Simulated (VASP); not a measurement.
Here is a VASP 6.6.1 calculation.

The input INCAR:

```
PREC = Accurate ; ENCUT = 520
EDIFF = 1E-6 ; ISMEAR = -1
SIGMA = 0.1 ; LREAL = False
LASPH = True ; NELM = 100
ALGO = Normal ; ISIF = 2
LWAVE = False ; LCHARG = True
GGA = RP ; LELF = True
LVHAR = True ; NBANDS = 13
```

KPOINTS

```
Automatic mesh
0
Gamma
  9 9 9
```

POSCAR

```
Te
1.0
    0.0000000000      3.4863654353      3.4863654353
    3.4863654353      0.0000000000      3.4863654353
    3.4863654353      3.4863654353      0.0000000000
Te
2
Direct
    0.1250000000      0.1250000000      0.1250000000
    0.8750000000      0.8750000000      0.8750000000
```

Potentials or basis: VASP PAW PBE potentials, release 64 (Te).

Command:

```bash
$ cat potpaw_PBE.64/Te/POTCAR > POTCAR
$ mpirun -np 1 vasp_std > vasp.out
```

Problem. Predict the pressure.

Solution. 4.0 GPa.

Problem. Estimate the band gap on the k mesh.

Solution. Zero (bands 6 and 7 overlap by 1.00 eV).

Caveat: the cell stands under pressure; the PAW data sets were made with another functional, which shifts forces and pressure a little; spin-orbit coupling is left out, which moves the levels of the heavy elements.
